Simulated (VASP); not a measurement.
Here is a VASP 6.6.1 calculation.

POSCAR

```
F
1.0
    2.9375407162     -1.6934194167     -0.1275859897
    2.9375407162      1.6934194167     -0.1275859897
   -1.9806375287      0.0000000000      7.1113263377
F
4
Direct
    0.0779843973      0.0779843973      0.0949060498
    0.9220156027      0.9220156027      0.9050939502
    0.4995074289      0.4995074289      0.5957930447
    0.5004925711      0.5004925711      0.4042069553
```

File INCAR.step1:

```
SYSTEM = F
  PREC = Accurate
  ENCUT = 520
  EDIFF = 1E-6
  ISMEAR = 0
  SIGMA = 0.02
  LREAL = .False.
  LASPH = .True.
  NELM = 100
  ALGO = Normal
  ISIF = 2
  LWAVE = .False.
  LCHARG = .True.
  GGA = PE
  IVDW = 12
  NBANDS = 22
```

File KPOINTS.step1:

```
regular mesh
0
Gamma
  8 8 4
  0 0 0
```

Contents of INCAR.step2:

```
SYSTEM = F
  PREC = Accurate
  ENCUT = 520
  EDIFF = 1E-6
  ISMEAR = -5
  SIGMA = 0.02
  LREAL = .False.
  LASPH = .True.
  NELM = 100
  ALGO = Normal
  ISIF = 2
  LWAVE = .False.
  LCHARG = .False.
  GGA = PE
  IVDW = 12
  LORBIT = 11
  NBANDS = 22
  NEDOS = 1001
  ICHARG = 11
```

File KPOINTS.step2:

```
regular mesh
0
Gamma
  12 12 6
  0 0 0
```

Potentials or basis: VASP PAW PBE potentials, release 64 (F).

Launch:

```sh
$ cat potpaw_PBE.64/F/POTCAR > POTCAR
$ cp INCAR.step1 INCAR
$ cp KPOINTS.step1 KPOINTS
$ mpirun -np 1 vasp_std > vasp.out
$ cp INCAR.step2 INCAR
$ cp KPOINTS.step2 KPOINTS
$ mpirun -np 1 vasp_std > vasp.out
```

(1) Estimate the dispersion energy per atom.

## Answers

(1) -0.026 eV.
